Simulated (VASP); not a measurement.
# SiC in VASP: settings compared, part 2 of 2

VASP 6.6.1.

**4. Single point, HSE06 (epitaxial xy strain +2.7%)**

The input, POSCAR:

```
SiC
1.0
    3.1580835114      0.0000000000      0.0000000000
   -1.5790417557      2.7349805481      0.0000000000
    0.0000000000      0.0000000000      5.0268932654
Si C
2 2
Direct
    0.3333333333      0.6666666667      0.4982977205
    0.6666666667      0.3333333333      0.9982977205
    0.3333333333      0.6666666667      0.8767022795
    0.6666666667      0.3333333333      0.3767022795
```

The input, INCAR.step1:

```
SYSTEM = SiC
ALGO = Normal ; EDIFF = 1E-5
ENCUT = 520 ; GGA = PE
ISIF = 2 ; ISMEAR = 0
LASPH = .TRUE. ; LCHARG = .FALSE.
LREAL = .FALSE. ; LWAVE = .TRUE.
NBANDS = 16 ; NELM = 100
PREC = Accurate ; SIGMA = 0.01
```

The input, INCAR.step2:

```
SYSTEM = SiC
ALGO = Normal ; EDIFF = 1E-6
ENCUT = 520 ; GGA = PE
HFSCREEN = 0.2079 ; ISIF = 2
ISMEAR = 0 ; ISTART = 1
LASPH = .TRUE. ; LCHARG = .FALSE.
LHFCALC = .TRUE. ; LREAL = .FALSE.
LWAVE = .FALSE. ; NBANDS = 16
NELM = 100 ; PREC = Accurate
PRECFOCK = Normal ; SIGMA = 0.01
```

The input, KPOINTS:

```
k-points
0
G
  6 6 4
  0 0 0
```

Potentials or basis: VASP PAW PBE potentials, release 64 (Si, C).

Launch:

```console
$ cat potpaw_PBE.64/Si/POTCAR potpaw_PBE.64/C/POTCAR > POTCAR
$ cp INCAR.step1 INCAR
$ mpirun -np 1 vasp_std > vasp.out
$ cp INCAR.step2 INCAR
$ mpirun -np 1 vasp_std > vasp.out
```

OUTCAR:

```text
SYSTEM = SiC
   EDIFF = 1E-6
   ENCUT = 520
   GGA = PE
   HFSCREEN = 0.2079
   ISIF = 2
   ISMEAR = 0
   ISTART = 1
   LASPH = .TRUE.
   LHFCALC = .TRUE.
   LREAL = .FALSE.
   NELM = 100
   PREC = Accurate
   PRECFOCK = Normal

 ion  position               nearest neighbor table
   1  0.333  0.667  0.498-   3 1.90   4 1.92   4 1.92   4 1.92   2 3.11   2 3.11   2 3.11   2 3.11
                             2 3.11   2 3.11
   2  0.667  0.333  0.998-   4 1.90   3 1.92   3 1.92   3 1.92   1 3.11   1 3.11   1 3.11   1 3.11
                             1 3.11   1 3.11
   3  0.333  0.667  0.877-   1 1.90   2 1.92   2 1.92   2 1.92
   4  0.667  0.333  0.377-   2 1.90   1 1.92   1 1.92   1 1.92

  LATTYP: Found a hexagonal cell.
 ALAT       =     3.1580835114
 C/A-ratio  =     1.5917543812

  Lattice vectors:

 A1 = (   3.1580835114,   0.0000000000,   0.0000000000)
 A2 = (  -1.5790417557,   2.7349805481,   0.0000000000)
 A3 = (   0.0000000000,   0.0000000000,   5.0268932654)

Analysis of symmetry for initial positions (statically):
=====================================================================
 Subroutine PRICEL returns:
 Original cell was already a primitive cell.

 Routine SETGRP: Setting up the symmetry group for a
 hexagonal supercell.

 Subroutine GETGRP returns: Found 12 space group operations
 (whereof  6 operations were pure point group operations)
 out of a pool of 24 trial point group operations.

The static configuration has the point symmetry C_3v.
 The point group associated with its full space group is C_6v.

Analysis of symmetry for dynamics (positions and initial velocities):
=====================================================================
 Subroutine PRICEL returns:
 Original cell was already a primitive cell.

 Routine SETGRP: Setting up the symmetry group for a
 hexagonal supercell.

 Subroutine GETGRP returns: Found 12 space group operations
 (whereof  6 operations were pure point group operations)
 out of a pool of 24 trial point group operations.

The dynamic configuration has the point symmetry C_3v.
 The point group associated with its full space group is C_6v.

 Subroutine INISYM returns: Found 12 space group operations
 (whereof  6 operations are pure point group operations),
 and found     1 'primitive' translations

----------------------------------------------------------------------------------------

                                     Primitive cell

  volume of cell :      43.4188

  direct lattice vectors                    reciprocal lattice vectors
     3.158083511  0.000000000  0.000000000     0.316647738  0.182816657  0.000000000
    -1.579041756  2.734980548  0.000000000     0.000000000  0.365633313  0.000000000
     0.000000000  0.000000000  5.026893265     0.000000000  0.000000000  0.198930024

  length of vectors
     3.158083511  3.158083511  5.026893265     0.365633313  0.365633313  0.198930024

  position of ions in fractional coordinates (direct lattice)
[... 44 lines left out ...]
  0.166667  0.166667  0.000000      6.000000
  0.333333  0.166667  0.000000     12.000000
[... 13 lines left out ...]
  0.333333  0.166667  0.500000     12.000000
  0.333333  0.333333  0.500000      2.000000
   k-points           NKPTS =     21   k-points in BZ     NKDIM =    144   number of bands    NBANDS=     16
   number of dos      NEDOS =    301   number of ions     NIONS =      4
   total plane-waves  NPLWV =  23040
   dimension x,y,z NGX =    24 NGY =   24 NGZ =   40
   dimension x,y,z NGXF=    48 NGYF=   48 NGZF=   80
   ions per type =               2   2
   NGX,Y,Z   is equivalent  to a cutoff of  12.63, 12.63, 13.23 a.u.
   NGXF,Y,Z  is equivalent  to a cutoff of  25.27, 25.27, 26.46 a.u.
 SYSTEM =  SiC
   PREC   = accura    normal or accurate (medium, high low for compatibility)
   ISTART =      1    job   : 0-new  1-cont  2-samecut
   ICHARG =      0    charge: 1-file 2-atom 10-const
   ISPIN  =      1    spin polarized calculation?
   LNONCOLLINEAR =      F non collinear calculations
   LSORBIT =      F    spin-orbit coupling
   LASPH  =      T    aspherical Exc in radial PAW
   ENCUT  =  520.0 eV  38.22 Ry    6.18 a.u.   5.87  5.87  9.35*2*pi/ulx,y,z
   NELM   =    100;   NELMIN=  2; NELMDL=  0     # of ELM steps
   EDIFF  = 0.1E-05   stopping-criterion for ELM
   LREAL  =      F    real-space projection
   EDIFFG = 0.1E-04   stopping-criterion for IOM
   NSW    =      0    number of steps for IOM
   IBRION =     -1    ionic relax: 0-MD 1-quasi-New 2-CG
   NFREE  =      0    steps in history (QN), initial steepest desc. (CG)
   ISIF   =      2    stress and relaxation
   ISYM   =      3    0-nonsym 1-usesym 2-fastsym
   POTIM  = 0.5000    time-step for ionic-motion
   TEBEG  =    0.0;   TEEND  =   0.0 temperature during run
   PSTRESS=    0.0 pullay stress
   NELECT =      16.0000    total number of electrons
   NUPDOWN=      -1.0000    fix difference up-down
   EMIN   =  10.00;   EMAX   =-10.00  energy-range for DOS
   EFERMI =   0.00;   METHOD = LEGACY
   ISMEAR =     0;   SIGMA  =   0.01  broadening in eV -4-tet -1-fermi 0-gaus
   EFERMI_NEDOS =   21; number of points for ismear=-14 and -15
   IALGO  =     38    algorithm
   IMIX   =      1    mixing-type and parameters
     AMIX     =   0.40;   BMIX     =  1.00
     AMIX_MAG =   1.60;   BMIX_MAG =  1.00
  volume/ion in A,a.u.               =      10.85        73.25
  Fermi-wavevector in a.u.,A,eV,Ry     =   1.173696  2.217964 18.742875  1.377562
  Thomas-Fermi vector in A             =   2.310105
   LORBIT       =      0    0 simple, 1 ext, 2 COOP (PROOUT), +10 PAW based schemes
   GGA     = PE    functional components
   LHFCALC =     T    Hartree Fock is set to
   PRECFOCK=normal    Normal, Fast or Accurate (Low or Medium for compatibility)
   ENCUT4O =  -1.0   cutoff for four orbital integrals eV
   NKREDX  =     1    reduce k-point grid by
   NKREDY  =     1    reduce k-point grid by
   NKREDZ  =     1    reduce k-point grid by
   AEXX    =    0.2500 exact exchange contribution
   HFSCREEN=    0.2079 screening length (either q_TF or 0.3 A-1)
   HFSCREENC=   0.2079 screening length for correlation (either q_TF or 0.3 A-1)
   ENCUTFOCK=  -1.0 apply spherical cutoff to Coloumb kernel
   IVDW    =     0    specifies the selected vdW correction
   LEPSILON=     F    determine dielectric tensor
   LRPA    =     F    only Hartree local field effects (RPA)
 non-spin polarized calculation
 Gauss-broadening in eV      SIGMA  =   0.01
  energy-cutoff  :      520.00
  volume of cell :       43.42
 maximum number of plane-waves:      1194
 NGX is ok and might be reduce to    24
  NGX = 18; NGY = 18; NGZ = 30

 number of electron      16.0000001 magnetization

 Free energy of the ion-electron system (eV)
  ---------------------------------------------------
  ext. energy  EPLUGINS =         0.00000000
  ---------------------------------------------------
  free energy    TOTEN  =       -34.70326096 eV

  energy without entropy =      -34.70326096  energy(sigma->0) =      -34.70326096

 E-fermi :   7.3272     XC(G=0):  -9.1866

 val. band max:        7.1890097422   @ k =   0.0000   0.0000   0.0000
 cond. band min:      10.5163764794   @ k =   0.3333   0.3333   0.0000
 fundamental gap:      3.3273667373
 Fermi energy:         7.3271593286

 k-point     1 :       0.0000    0.0000    0.0000
  band No.  band energies     occupation
      1      -9.6347      2.00000
      2      -5.7316      2.00000
      3      -2.0242      2.00000
      4       5.4950      2.00000
      5       5.4950      2.00000
      6       7.0885      2.00000
[... 376 lines left out ...]
      3      -1.2689      2.00000
      4      -1.2689      2.00000
      5       1.2821      2.00000
      6       1.2821      2.00000
[... 8 lines left out ...]
     15      19.7601      0.00000
     16      19.7601      0.00000

------------------------ aborting loop because EDIFF is reached ----------------------------------------

  FORCE on cell =-STRESS in cart. coord.  units (eV):
  Direction    XX          YY          ZZ          XY          YZ          ZX
  --------------------------------------------------------------------------------------
  -------------------------------------------------------------------------------------
  Total       -4.4731087     -4.4731087     -0.5158086      0.0000000      0.0000000      0.0000000
  in kB     -165.0602583   -165.0602583    -19.0336298      0.0000000      0.0000000      0.0000000
  external PRESSURE =    -116.3847155 kB  Pullay stress =       0.0000000 kB

 VOLUME and BASIS-vectors are now :
 -----------------------------------------------------------------------------
  energy-cutoff  :      520.00
  volume of cell :       43.42
      direct lattice vectors                 reciprocal lattice vectors
     3.158083511  0.000000000  0.000000000     0.316647738  0.182816657  0.000000000
    -1.579041756  2.734980548  0.000000000     0.000000000  0.365633313  0.000000000
     0.000000000  0.000000000  5.026893265     0.000000000  0.000000000  0.198930024

 POSITION                                       TOTAL-FORCE (eV/Angst)
 -----------------------------------------------------------------------------------
     -0.00000      1.82332      2.50489        -0.000000      0.000000     -0.033219
      1.57904      0.91166      5.01834         0.000000     -0.000000     -0.033219
     -0.00000      1.82332      4.40709         0.000000      0.000000      0.033219
      1.57904      0.91166      1.89364        -0.000000     -0.000000      0.033219
 -----------------------------------------------------------------------------------
    total drift:                                0.000000      0.000000      0.000014

  FREE ENERGIE OF THE ION-ELECTRON SYSTEM (eV)
  ---------------------------------------------------
  free  energy   TOTEN  =       -34.7032609610 eV

  energy  without entropy=      -34.7032609610  energy(sigma->0) =      -34.70326096
```

Run time: 35 min. Hardware: 1 thread of AMD EPYC 7R43 (Zen 3), shared host; peak memory 0.23 GiB.

What came out:

```yaml
Free_energy: -34.7033 eV
Pressure: -11.6 GPa
Largest_force: 0.033 eV/Å
Band_gap_on_the_k_mesh: 3.33 eV (least direct gap 4.67 eV)
```

Forces on the atoms (eV/Å):
```
Si   0.000  0.000 -0.033
Si   0.000  0.000 -0.033
C    0.000  0.000  0.033
C    0.000  0.000  0.033
```

Levels at points of the mesh, in eV from the valence-band top:
```csv
k point,band 6,band 7,band 8,band 9,band 10,band 11
"(0.00, 0.00, 0.00)",-0.10,-0.10,0.00,4.97,7.12,7.28
"(0.50, 0.00, 0.00)",-3.77,-3.43,-1.33,3.34,5.36,7.65
"(0.00, 0.00, 0.50)",-0.97,-0.97,-0.97,6.25,6.25,8.06
"(0.50, 0.00, 0.50)",-2.77,-2.38,-2.38,4.16,4.16,6.22
```

Caveat: the cell differs from its parent crystal (epitaxial xy strain +2.7%); the cell stands under tension; the PAW data sets were made with another functional, which shifts forces and pressure a little. A k mesh can miss the band edges.

**5. The runs side by side**

| level | cell | k mesh | smearing | grid for exact exchange (PRECFOCK) | share of exact exchange | screening parameter | gap on the mesh (eV) | pressure (GPa) | largest force (eV/Å) |
| --- | --- | --- | --- | --- | --- | --- | --- | --- | --- |
| PBE | a = 3.076, b = 3.023, c = 5.048 Å, angles 90.0, 90.0, 118.3°, 4 atoms, shear xy strain +4.0% | 12 × 12 × 6 | fermi-dirac 0.02 eV | - | - | - | 2.10 | 3.6 | 0.03 |
| r2SCAN | a = 3.076, b = 3.023, c = 5.048 Å, angles 90.0, 90.0, 118.3°, 4 atoms, shear xy strain +4.0% | 12 × 12 × 6 | gaussian 0.01 eV | - | - | - | 2.48 | -0.1 | 0.01 |
| HSE06 | a = 3.158, b = 3.158, c = 5.027 Å, angles 90.0, 90.0, 120.0°, 4 atoms, epitaxial xy strain +2.7% | 6 × 6 × 4 | gaussian 0.01 eV | Normal | 0.25 | 0.2079 1/Å | 3.33 | -11.6 | 0.03 |

Alike in all rows: task single point; potentials or basis VASP PAW PBE potentials, release 64 (Si, C); no spin polarisation; cutoff (eV) 520.

Caveats: the PAW data sets were made with another functional, which shifts forces and pressure a little (at least some runs); the cell stands under pressure (at least some runs); the cell stands under tension (at least some runs).

Total energies depend on the potentials used, so only differences within one code and one set of settings carry meaning.
